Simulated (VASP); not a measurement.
SiO2: single point with PBE

Crystal: SiO2.

```
CELL_PARAMETERS angstrom
-2.51337 2.51337 3.68939
2.51337 -2.51337 3.68939
2.51337 2.51337 -3.68939
ATOMIC_POSITIONS crystal
Si 0.00000 0.00000 0.00000
Si 0.75000 0.25000 0.50000
O 0.96701 0.62500 0.84201
O 0.37500 0.21701 0.34201
O 0.78299 0.12500 0.15799
O 0.87500 0.03299 0.65799
```

```json
{
 "Program": "VASP 6.6.1",
 "Task": "single point",
 "Functional": "PBE",
 "Potentials or basis": "VASP PAW PBE potentials, release 64 (Si, O)",
 "Cutoff": "520 eV",
 "k mesh": "6 × 6 × 6",
 "Occupations": "gaussian, width 0.02 eV",
 "Spin": "no spin polarisation"
}
```

```json
{
  "Pressure": "0.1 GPa",
  "Largest force": "0.005 eV/Å",
  "Band gap on the k mesh": "5.73 eV, direct"
}
```

Forces in eV/Å, atoms in the order of the input:
```
Si   0.000  0.000  0.000
Si   0.000  0.000  0.000
O    0.000 -0.005  0.000
O   -0.005  0.000  0.000
O    0.000  0.005  0.000
O    0.005  0.000  0.000
```

Levels at points of the mesh, in eV from the valence-band top:
```
           k point  band 14  band 15  band 16  band 17  band 18  band 19
(0.00, 0.00, 0.00)    -0.65     0.00     0.00     5.73     8.71    10.22
(0.50, 0.00, 0.00)    -0.79    -0.51    -0.13     7.93     8.83     9.58
(0.50, 0.50, 0.00)    -0.98    -0.35    -0.35     8.90     8.90    10.02
(0.50, 0.50, 0.50)    -1.43    -0.34    -0.34     8.73     8.73    10.19
```

Wall time 32 s on 1 thread of Intel(R) Xeon(R) 6975P-C (Granite Rapids), on a shared host, peak memory 0.24 GiB.

A k mesh can miss the band edges.
